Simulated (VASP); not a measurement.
# Au (P6_3/mmc) in VASP: notebook, part 2 of 2

VASP 6.6.1. The steps go on from the part before.

## (3) Vibrations by perturbation theory, PBE

This run uses another cell than the first one, of 16.86 Å³/atom.

INCAR reads:

```
PREC = Accurate
ENCUT = 520
EDIFF = 1E-8
ISMEAR = -1
SIGMA = 0.15
LREAL = F
LASPH = T
NELM = 80
ALGO = Normal
ISIF = 2
LWAVE = F
LCHARG = T
GGA = PE
IBRION = 8
NSW = 1
```

KPOINTS reads:

```
regular mesh
0
Gamma
  18 18 10
```

POSCAR reads:

```
Au
1.0
    2.8571529801      0.0000000000      0.0000000000
   -1.4285764900      2.4743670633      0.0000000000
    0.0000000000      0.0000000000      4.7688590779
Au
2
Direct
    0.3333333333      0.6666666667      0.7500000000
    0.6666666667      0.3333333333      0.2500000000
```

Potentials or basis: VASP PAW PBE potentials, release 64 (Au).

Run with:

```
$ cat potpaw_PBE.64/Au/POTCAR > POTCAR
$ mpirun -np 1 vasp_std > vasp.out
```

OUTCAR:

```text
PREC = Accurate
   ENCUT = 520
   EDIFF = 1E-8
   ISMEAR = -1
   LREAL = F
   LASPH = T
   NELM = 80
   ISIF = 2
   GGA = PE
   IBRION = 8
   NSW = 1

 ion  position               nearest neighbor table
   1  0.333  0.667  0.750-   2 2.90   2 2.90   2 2.90   2 2.90   2 2.90   2 2.90
   2  0.667  0.333  0.250-   1 2.90   1 2.90   1 2.90   1 2.90   1 2.90   1 2.90

  LATTYP: Found a hexagonal cell.
 ALAT       =     2.8571529801
 C/A-ratio  =     1.6690947636

[... 694 lines left out ...]
  1Z     0.000000    0.000000   -9.199507    0.000000   -0.000000    9.199507
  2X     0.751130    0.000000    0.000000   -0.751130   -0.000000    0.000000
  2Y     0.000000    0.751130    0.000000   -0.000000   -0.751130    0.000000
  2Z     0.000000   -0.000000    9.199507    0.000000    0.000000   -9.199507

 Eigenvectors and eigenvalues of the dynamical matrix
 ----------------------------------------------------

   1 f  =    4.778069 THz    30.021490 2PiTHz  159.379210 cm-1    19.760495 meV
             X         Y         Z           dx          dy          dz
     -0.000000  1.649578  3.576644     0.000000   -0.000000    0.707107
      1.428576  0.824789  1.192215     0.000000   -0.000000   -0.707107
[... 16 lines left out ...]
   5 f  =    0.000000 THz     0.000000 2PiTHz    0.000000 cm-1     0.000000 meV
             X         Y         Z           dx          dy          dz
     -0.000000  1.649578  3.576644     0.706088   -0.007173    0.037265
      1.428576  0.824789  1.192215     0.706088   -0.007173    0.037265

   6 f/i=    0.000000 THz     0.000000 2PiTHz    0.000001 cm-1     0.000000 meV
             X         Y         Z           dx          dy          dz
     -0.000000  1.649578  3.576644     0.018907   -0.535547   -0.461338
      1.428576  0.824789  1.192215     0.018907   -0.535547   -0.461338

--------------------------------------------------------------------------------------------------------

 ELASTIC MODULI CONTR FROM IONIC RELAXATION (kBar)
 Direction    XX          YY          ZZ          XY          YZ          ZX
 --------------------------------------------------------------------------------
 XX         -47.6637     47.6637     -0.0000     -0.0000      0.0000     -0.0000
 YY          47.6637    -47.6637      0.0000     -0.0000     -0.0000      0.0000
 ZZ          -0.0000      0.0000     -0.0000     -0.0000      0.0000     -0.0000
 XY          -0.0000     -0.0000     -0.0000    -47.6637     -0.0000      0.0000
 YZ           0.0000     -0.0000      0.0000     -0.0000     -0.0000      0.0000
 ZX          -0.0000      0.0000     -0.0000      0.0000      0.0000     -0.0000
 --------------------------------------------------------------------------------
```

OSZICAR:

```text
N       E                     dE             d eps       ncg     rms          rms(c)
DAV:   1     0.123503339818E+03    0.12350E+03   -0.11956E+04  6660   0.143E+03
DAV:   2    -0.528967710808E+01   -0.12879E+03   -0.12412E+03  7129   0.290E+02
DAV:   3    -0.691188587690E+01   -0.16222E+01   -0.16139E+01  8270   0.346E+01
[... 44 lines left out ...]
RMM:  10    -0.313888338333E+00   -0.53767E-06   -0.11883E-07 16540   0.863E-05    0.255E-05
RMM:  11    -0.313888618483E+00   -0.28015E-06   -0.29966E-07 16533   0.690E-05    0.309E-06
RMM:  12    -0.313888601451E+00    0.17032E-07   -0.20237E-07 16462   0.266E-05    0.109E-06
RMM:  13    -0.313888588143E+00    0.13308E-07   -0.21564E-08 13114   0.160E-05    0.466E-07
RMM:  14    -0.313888589463E+00   -0.13204E-08   -0.39999E-09 10751   0.147E-05    0.225E-08
 Linear response finished
```

stdout:

```text
POSCAR found type information on POSCAR Au
 POSCAR found :  1 types and       2 ions
 scaLAPACK will be used
 LDA part: xc-table for (Slater+PW92), standard interpolation
 POSCAR, INCAR and KPOINTS ok, starting setup
 FFT: planning ... GRIDC
 FFT: planning ... GRID_SOFT
 FFT: planning ... GRID
 WAVECAR not read
 entering main loop
 Linear response reoptimize wavefunctions to high precision
 Linear response DOF=           2
 Linear response progress:
 first order change of Fermi-energy  -0.77582E-05
 force on displaced ion       1 direction 1 :  -0.751   0.001   0.000
 Linear response progress:
 first order change of Fermi-energy   0.12356E-03
 force on displaced ion       1 direction 3 :   0.000  -0.000  -9.200
 Linear response finished
```

Run time: 7.6 min. Hardware: 1 thread of Intel Xeon Platinum 8488C (Sapphire Rapids), shared host; peak memory 0.97 GiB.

Results:

| Quantity | Value |
| --- | --- |
| Highest phonon frequency at Γ | 159 cm⁻¹ |

Phonon frequencies in cm⁻¹ (negative: imaginary):
```
              q point      frequencies
(0.000, 0.000, 0.000)  0 0 0 46 46 159
```

Caveat: the cell stands under pressure or tension, which shifts response properties; spin-orbit coupling is left out, which moves the levels of the heavy elements.

## (4) Electric field gradients, PBE

This run uses another cell than the first one, of 18.01 Å³/atom.

INCAR reads:

```
PREC = Accurate
ENCUT = 400
EDIFF = 1E-8
ISMEAR = -1
SIGMA = 0.15
LREAL = F
LASPH = T
NELM = 120
ALGO = Normal
ISIF = 2
LWAVE = F
LCHARG = F
GGA = PE
LEFG = T
NBANDS = 26
GGA_COMPAT = F
```

KPOINTS is that of step 3.

POSCAR reads:

```
Au
1.0
    2.9158697421      0.0000000000      0.0000000000
   -1.4579348710      2.5252172708      0.0000000000
    0.0000000000      0.0000000000      4.8913943034
Au
2
Direct
    0.3333333333      0.6666666667      0.7500000000
    0.6666666667      0.3333333333      0.2500000000
```

Potentials or basis: VASP PAW PBE potentials, release 64 (Au_sv_GW).

Run with:

```
$ cat potpaw_PBE.64/Au_sv_GW/POTCAR > POTCAR
$ mpirun -np 1 vasp_std > vasp.out
```

OUTCAR:

```text
PREC = Accurate
   ENCUT = 400
   EDIFF = 1E-8
   ISMEAR = -1
   LREAL = F
   LASPH = T
   NELM = 120
   ISIF = 2
   GGA = PE

 ion  position               nearest neighbor table
   1  0.333  0.667  0.750-   2 2.97   2 2.97   2 2.97   2 2.97   2 2.97   2 2.97
   2  0.667  0.333  0.250-   1 2.97   1 2.97   1 2.97   1 2.97   1 2.97   1 2.97

  LATTYP: Found a hexagonal cell.
 ALAT       =     2.9158697421
 C/A-ratio  =     1.6775078231

  Lattice vectors:

[... 910 lines left out ...]

  FREE ENERGIE OF THE ION-ELECTRON SYSTEM (eV)
  ---------------------------------------------------
  free  energy   TOTEN  =        -5.1865036826 eV

  energy  without entropy=       -5.1393045602  energy(sigma->0) =       -5.16290412

 Electric field gradients (V/A^2)
---------------------------------------------------------------------
 ion       V_xx      V_yy      V_zz      V_xy      V_xz      V_yz
---------------------------------------------------------------------
   1      -7.819    -7.817    15.637     0.002     0.000    -0.000
   2      -7.819    -7.817    15.637     0.002    -0.000     0.000
---------------------------------------------------------------------

 Electric field gradients after diagonalization (V/A^2)
 (convention: |V_zz| > |V_xx| > |V_yy|)
----------------------------------------------------------------------
 ion       V_xx      V_yy      V_zz     asymmetry (V_yy - V_xx)/ V_zz
----------------------------------------------------------------------
   1      -7.820    -7.816    15.637       0.000
   2      -7.820    -7.816    15.637       0.000
----------------------------------------------------------------------

           NMR quadrupolar parameters

 Cq : quadrupolar parameter    Cq=e*Q*V_zz/h
 eta: asymmetry parameters     (V_yy - V_xx)/ V_zz
 Q  : nuclear electric quadrupole moment in mb (millibarn)
----------------------------------------------------------------------
 ion       Cq(MHz)       eta       Q (mb)
----------------------------------------------------------------------
   1       0.038       0.000       1.000
   2       0.038       0.000       1.000
----------------------------------------------------------------------
```

stdout:

```text
POSCAR found type information on POSCAR Au
 POSCAR found :  1 types and       2 ions
 scaLAPACK will be used
 LDA part: xc-table for (Slater+PW92), standard interpolation
 POSCAR, INCAR and KPOINTS ok, starting setup
 FFT: planning ... GRIDC
 FFT: planning ... GRID_SOFT
 FFT: planning ... GRID
 WAVECAR not read
 entering main loop
ion   1

ion   2
```

It took 75 s on 1 thread of AMD EPYC 9R45 (Zen 5), shared host; peak memory 0.2 GiB.

What came out:

```
Free energy                             : -5.1865 eV
Pressure                                : -4.0 GPa
Band gap on the k mesh                  : zero (bands 19 and 20 overlap by 6.61 eV)
Largest electric field gradient by atom : Au +15.6 V/Å²
```

Stress tensor (GPa, compression positive):
```
-3.93  0.00  0.00
 0.00 -3.93  0.00
 0.00  0.00 -4.03
```

Electric field gradients, principal values (V/Å²):
| atom | least | middle | greatest (by size) |
| --- | --- | --- | --- |
| 1 Au | -7.816 | -7.820 | 15.637 |
| 2 Au | -7.816 | -7.820 | 15.637 |

Caveat: the cell stands under tension; without QUAD_EFG the Cq values of the log hold for a quadrupole moment of 1 mb, not for the nuclei; spin-orbit coupling is left out, which moves the levels of the heavy elements.
